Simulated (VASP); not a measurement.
A run of VASP 6.6.1:

File INCAR:

```
ALGO = Normal ; EDIFF = 1E-6
ENCUT = 600 ; GGA = PS
GGA_COMPAT = False ; ISIF = 2
ISMEAR = 0 ; LASPH = True
LCHARG = True ; LELF = True
LREAL = False ; LVHAR = True
LWAVE = False ; NBANDS = 16
NELM = 120 ; PREC = Accurate
SIGMA = 0.03
```

KPOINTS

```
k-points
0
Gamma
  12 12 12
```

The input POSCAR:

```
GaN
1.0
    0.0000000000      2.0814829907      2.0814829907
    2.0814829907      0.0000000000      2.0814829907
    2.0814829907      2.0814829907      0.0000000000
Ga N
1 1
Direct
    0.0000000000      0.0000000000      0.0000000000
    0.5000000000      0.5000000000      0.5000000000
```

Potentials or basis: VASP PAW PBE potentials, release 64 (Ga_d, N).

Run with:

```bash
$ cat potpaw_PBE.64/Ga_d/POTCAR potpaw_PBE.64/N/POTCAR > POTCAR
$ mpirun -np 1 vasp_std > vasp.out
```

Hardware: 1 thread of Intel(R) Xeon(R) 6975P-C (Granite Rapids) (shared host).

Task: How long does it take, and how much memory?

Result: It took 7.9 s on 1 thread of Intel(R) Xeon(R) 6975P-C (Granite Rapids), on a shared host, peak memory 0.15 GiB. Counts: scf iterations 12, k points 72.
